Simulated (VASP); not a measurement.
# Ta3W (Fm-3m) in VASP: a series of runs

The runs below take Ta3W through single point, with LDA.

Everything below comes from runs of VASP 6.6.1. Logs are shortened: lines on timing, memory, paths and dates and some standing lists are left out, and cuts for length are marked.

### 1 The cell of the first run

The structure is cubic, space group Fm-3m (No. 225). The conventional cell has a = 6.446 Å, b = 6.446 Å, c = 6.446 Å, α = 90.00°, β = 90.00°, γ = 90.00°. Ta (site symmetry -43m) has 10 Ta at 2.79 to 3.22 Å and 4 W at 2.79 Å within 3.7 Å. Ta (site symmetry m-3m) has 8 Ta at 2.79 Å and 6 W at 3.22 Å within 3.7 Å. W (site symmetry m-3m) has 14 Ta at 2.79 to 3.22 Å within 3.7 Å.

### 2 Single point, LDA

Input file INCAR:

```
SYSTEM = Ta3W
  PREC = Accurate
  ENCUT = 520
  EDIFF = 1E-6
  ISMEAR = -1
  SIGMA = 0.1
  LREAL = .FALSE.
  LASPH = .TRUE.
  NELM = 60
  ALGO = Normal
  ISIF = 2
  LWAVE = .FALSE.
  LCHARG = .FALSE.
  NBANDS = 32
```

Input file KPOINTS:

```
regular mesh
0
G
  6 6 6
  0 0 0
```

Input file POSCAR:

```
Ta3W
1.0
    0.0000000000      3.2230166006      3.2230166006
    3.2230166006      0.0000000000      3.2230166006
    3.2230166006      3.2230166006      0.0000000000
Ta W
3 1
Direct
    0.2500000000      0.2500000000      0.2500000000
    0.7500000000      0.7500000000      0.7500000000
    0.5000000000      0.5000000000      0.5000000000
    0.0000000000      0.0000000000      0.0000000000
```

Potentials or basis: VASP PAW LDA potentials, release 64 (Ta_pv, W_sv).

Started as:

```console
$ cat potpaw_LDA.64/Ta_pv/POTCAR potpaw_LDA.64/W_sv/POTCAR > POTCAR
$ mpirun -np 1 vasp_std > vasp.out
```

OUTCAR:

```text
SYSTEM = Ta3W
   PREC = Accurate
   ENCUT = 520
   EDIFF = 1E-6
   ISMEAR = -1
   LREAL = .FALSE.
   LASPH = .TRUE.
   NELM = 60
   ISIF = 2

 ion  position               nearest neighbor table
   1  0.250  0.250  0.250-   3 2.79   4 2.79   4 2.79   4 2.79   4 2.79   3 2.79   3 2.79   3 2.79
                             2 3.22   2 3.22   2 3.22   2 3.22   2 3.22   2 3.22
   2  0.750  0.750  0.750-   3 2.79   4 2.79   3 2.79   3 2.79   3 2.79   4 2.79   4 2.79   4 2.79
                             1 3.22   1 3.22   1 3.22   1 3.22   1 3.22   1 3.22
   3  0.500  0.500  0.500-   1 2.79   2 2.79   1 2.79   1 2.79   1 2.79   2 2.79   2 2.79   2 2.79
                             4 3.22   4 3.22   4 3.22   4 3.22   4 3.22   4 3.22
   4  0.000  0.000  0.000-   1 2.79   2 2.79   2 2.79   2 2.79   2 2.79   1 2.79   1 2.79   1 2.79
                             3 3.22   3 3.22   3 3.22   3 3.22   3 3.22   3 3.22

  LATTYP: Found a face centered cubic cell.
 ALAT       =     6.4460332012

  Lattice vectors:

 A1 = (   0.0000000000,   3.2230166006,   3.2230166006)
 A2 = (   3.2230166006,   0.0000000000,   3.2230166006)
 A3 = (   3.2230166006,   3.2230166006,   0.0000000000)

Analysis of symmetry for initial positions (statically):
=====================================================================
 Subroutine PRICEL returns:
 Original cell was already a primitive cell.

 Routine SETGRP: Setting up the symmetry group for a
 face centered cubic supercell.

 Subroutine GETGRP returns: Found 48 space group operations
 (whereof 48 operations were pure point group operations)
 out of a pool of 48 trial point group operations.

The static configuration has the point symmetry O_h .

Analysis of symmetry for dynamics (positions and initial velocities):
=====================================================================
 Subroutine PRICEL returns:
 Original cell was already a primitive cell.

 Routine SETGRP: Setting up the symmetry group for a
 face centered cubic supercell.

 Subroutine GETGRP returns: Found 48 space group operations
 (whereof 48 operations were pure point group operations)
 out of a pool of 48 trial point group operations.

The dynamic configuration has the point symmetry O_h .

 Subroutine INISYM returns: Found 48 space group operations
 (whereof 48 operations are pure point group operations),
 and found     1 'primitive' translations

----------------------------------------------------------------------------------------

                                     Primitive cell

  volume of cell :      66.9603

  direct lattice vectors                    reciprocal lattice vectors
     0.000000000  3.223016601  3.223016601    -0.155134168  0.155134168  0.155134168
     3.223016601  0.000000000  3.223016601     0.155134168 -0.155134168  0.155134168
     3.223016601  3.223016601  0.000000000     0.155134168  0.155134168 -0.155134168

  length of vectors
     4.558033788  4.558033788  4.558033788     0.268700262  0.268700262  0.268700262

  position of ions in fractional coordinates (direct lattice)
     0.250000000  0.250000000  0.250000000
     0.750000000  0.750000000  0.750000000
     0.500000000  0.500000000  0.500000000
     0.000000000  0.000000000  0.000000000

  ion indices of the primitive-cell ions
   primitive index   ion index
                 1           1
                 2           2
                 3           3
                 4           4

----------------------------------------------------------------------------------------

 KPOINTS: regular mesh

Automatic generation of k-mesh.
 Grid dimensions read from file:
 generate k-points for:    6    6    6

 Generating k-lattice:

  Cartesian coordinates                     Fractional coordinates (reciprocal lattice)
    -0.025855695  0.025855695  0.025855695     0.166666667  0.000000000  0.000000000
     0.025855695 -0.025855695  0.025855695     0.000000000  0.166666667  0.000000000
     0.025855695  0.025855695 -0.025855695     0.000000000  0.000000000  0.166666667

  Length of vectors
     0.044783377  0.044783377  0.044783377

  Shift w.r.t. Gamma in fractional coordinates (k-lattice)
     0.000000000  0.000000000  0.000000000

 Subroutine IBZKPT returns following result:
 ===========================================

 Found     16 irreducible k-points:

 Following reciprocal coordinates:
            Coordinates               Weight
  0.000000  0.000000  0.000000      1.000000
  0.166667  0.000000  0.000000      8.000000
  0.333333  0.000000  0.000000      8.000000
  0.500000  0.000000  0.000000      4.000000
  0.166667  0.166667  0.000000      6.000000
  0.333333  0.166667  0.000000     24.000000
[... 8 lines left out ...]
 -0.333333  0.333333  0.166667     24.000000
 -0.333333  0.500000  0.166667     12.000000
   k-points           NKPTS =     16   k-points in BZ     NKDIM =     16   number of bands    NBANDS=     32
   number of dos      NEDOS =    301   number of ions     NIONS =      4
   total plane-waves  NPLWV =  46656
   dimension x,y,z NGX =    36 NGY =   36 NGZ =   36
   dimension x,y,z NGXF=    72 NGYF=   72 NGZF=   72
   ions per type =               3   1
   NGX,Y,Z   is equivalent  to a cutoff of  13.13, 13.13, 13.13 a.u.
   NGXF,Y,Z  is equivalent  to a cutoff of  26.26, 26.26, 26.26 a.u.
 SYSTEM =  Ta3W
   PREC   = accura    normal or accurate (medium, high low for compatibility)
   ISTART =      0    job   : 0-new  1-cont  2-samecut
   ICHARG =      2    charge: 1-file 2-atom 10-const
   ISPIN  =      1    spin polarized calculation?
   LNONCOLLINEAR =      F non collinear calculations
   LSORBIT =      F    spin-orbit coupling
   LASPH  =      T    aspherical Exc in radial PAW
   ENCUT  =  520.0 eV  38.22 Ry    6.18 a.u.   8.47  8.47  8.47*2*pi/ulx,y,z
   NELM   =     60;   NELMIN=  2; NELMDL= -5     # of ELM steps
   EDIFF  = 0.1E-05   stopping-criterion for ELM
   LREAL  =      F    real-space projection
   EDIFFG = 0.1E-04   stopping-criterion for IOM
   NSW    =      0    number of steps for IOM
   IBRION =     -1    ionic relax: 0-MD 1-quasi-New 2-CG
   NFREE  =      0    steps in history (QN), initial steepest desc. (CG)
   ISIF   =      2    stress and relaxation
   ISYM   =      2    0-nonsym 1-usesym 2-fastsym
   POTIM  = 0.5000    time-step for ionic-motion
   TEBEG  =    0.0;   TEEND  =   0.0 temperature during run
   PSTRESS=    0.0 pullay stress
   NELECT =      47.0000    total number of electrons
   NUPDOWN=      -1.0000    fix difference up-down
   EMIN   =  10.00;   EMAX   =-10.00  energy-range for DOS
   EFERMI =   0.00;   METHOD = LEGACY
   ISMEAR =    -1;   SIGMA  =   0.10  broadening in eV -4-tet -1-fermi 0-gaus
   EFERMI_NEDOS =   21; number of points for ismear=-14 and -15
   IALGO  =     38    algorithm
   IMIX   =      4    mixing-type and parameters
     AMIX     =   0.40;   BMIX     =  1.00
     AMIX_MAG =   1.60;   BMIX_MAG =  1.00
  volume/ion in A,a.u.               =      16.74       112.97
  Fermi-wavevector in a.u.,A,eV,Ry     =   1.454906  2.749374 28.800149  2.116751
  Thomas-Fermi vector in A             =   2.572002
   LORBIT       =      0    0 simple, 1 ext, 2 COOP (PROOUT), +10 PAW based schemes
   GGA     = CA    functional components
   LHFCALC =     F    Hartree Fock is set to
   AEXX    =    0.0000 exact exchange contribution
   IVDW    =     0    specifies the selected vdW correction
   LEPSILON=     F    determine dielectric tensor
   LRPA    =     F    only Hartree local field effects (RPA)
 non-spin polarized calculation
  energy-cutoff  :      520.00
  volume of cell :       66.96
 maximum number of plane-waves:      1821
 NGX is ok and might be reduce to    36
   NGX = 17   NGY = 17   NGZ = 17

 number of electron      46.9999996 magnetization

 Free energy of the ion-electron system (eV)
  ---------------------------------------------------
  ext. energy  EPLUGINS =         0.00000000
  ---------------------------------------------------
  free energy    TOTEN  =       -52.86387972 eV

  energy without entropy =      -52.72380044  energy(sigma->0) =      -52.79384008

 E-fermi :   6.9677     XC(G=0): -13.2579

 val. band max:        6.9654534943   @ k =   0.5000   0.3333   0.1667
 cond. band min:       6.9789900886   @ k =   0.3333   0.1667   0.0000
 fundamental gap:      0.0135365943
 Fermi energy:         6.9677156014

 k-point     1 :       0.0000    0.0000    0.0000
  band No.  band energies     occupation
      1     -65.7304      2.00000
      2     -30.2624      2.00000
      3     -30.2624      2.00000
      4     -30.2624      2.00000
      5     -26.6482      2.00000
      6     -26.6482      2.00000
[... 24 lines left out ...]
     31      12.3638      0.00000
     32      13.8991      0.00000

 k-point     2 :       0.1667    0.0000    0.0000
  band No.  band energies     occupation
      1     -65.7305      2.00000
      2     -30.2650      2.00000
      3     -30.2650      2.00000
      4     -30.2631      2.00000
      5     -26.7145      2.00000
      6     -26.6999      2.00000
[... 24 lines left out ...]
     31      12.1345      0.00000
     32      12.1345      0.00000

 k-point     3 :       0.3333    0.0000    0.0000
  band No.  band energies     occupation
      1     -65.7306      2.00000
      2     -30.2702      2.00000
      3     -30.2702      2.00000
      4     -30.2627      2.00000
      5     -26.7657      2.00000
      6     -26.7657      2.00000
[... 24 lines left out ...]
     31      11.5939      0.00000
     32      11.5939      0.00000

 k-point     4 :       0.5000    0.0000    0.0000
  band No.  band energies     occupation
      1     -65.7306      2.00000
      2     -30.2727      2.00000
      3     -30.2727      2.00000
      4     -30.2614      2.00000
      5     -26.7912      2.00000
      6     -26.7912      2.00000
[... 374 lines left out ...]
     31      11.5892      0.00000
     32      11.7742      0.00000

 k-point    15 :      -0.3333    0.3333    0.1667
  band No.  band energies     occupation
      1     -65.7307      2.00000
      2     -30.2829      2.00000
      3     -30.2696      2.00000
      4     -30.2670      2.00000
      5     -26.9092      2.00000
      6     -26.7134      2.00000
[... 24 lines left out ...]
     31      11.7285      0.00000
     32      12.2645      0.00000

 k-point    16 :      -0.3333    0.5000    0.1667
  band No.  band energies     occupation
      1     -65.7307      2.00000
      2     -30.2879      2.00000
      3     -30.2800      2.00000
      4     -30.2571      2.00000
      5     -26.9369      2.00000
      6     -26.7925      2.00000
[... 24 lines left out ...]
     31      11.8029      0.00000
     32      11.9582      0.00000

------------------------ aborting loop because EDIFF is reached ----------------------------------------

  FORCE on cell =-STRESS in cart. coord.  units (eV):
  Direction    XX          YY          ZZ          XY          YZ          ZX
  --------------------------------------------------------------------------------------
  -------------------------------------------------------------------------------------
  Total       -0.0232999     -0.0232999     -0.0232999      0.0000000     -0.0000000      0.0000000
  in kB       -0.5575021     -0.5575021     -0.5575021      0.0000000     -0.0000000      0.0000000
  external PRESSURE =      -0.5575021 kB  Pullay stress =       0.0000000 kB

 VOLUME and BASIS-vectors are now :
 -----------------------------------------------------------------------------
  energy-cutoff  :      520.00
  volume of cell :       66.96
      direct lattice vectors                 reciprocal lattice vectors
     0.000000000  3.223016601  3.223016601    -0.155134168  0.155134168  0.155134168
     3.223016601  0.000000000  3.223016601     0.155134168 -0.155134168  0.155134168
     3.223016601  3.223016601  0.000000000     0.155134168  0.155134168 -0.155134168

 POSITION                                       TOTAL-FORCE (eV/Angst)
 -----------------------------------------------------------------------------------
      1.61151      1.61151      1.61151         0.000000     -0.000000      0.000000
      4.83452      4.83452      4.83452        -0.000000     -0.000000     -0.000000
      3.22302      3.22302      3.22302         0.000000      0.000000      0.000000
      0.00000      0.00000      0.00000         0.000000      0.000000      0.000000
 -----------------------------------------------------------------------------------
    total drift:                                0.000000      0.000000      0.000000

  FREE ENERGIE OF THE ION-ELECTRON SYSTEM (eV)
  ---------------------------------------------------
  free  energy   TOTEN  =       -52.8638797207 eV

  energy  without entropy=      -52.7238004355  energy(sigma->0) =      -52.79384008
```

It took 19 s on 1 thread of Intel Xeon 6975P-C (Granite Rapids), shared host; peak memory 0.18 GiB.

What came out:

```
Free energy : -52.8639 eV
Pressure    : -0.1 GPa
```

Caveat: spin-orbit coupling is left out, which moves the levels of the heavy elements.

[end of part 1 of 2]
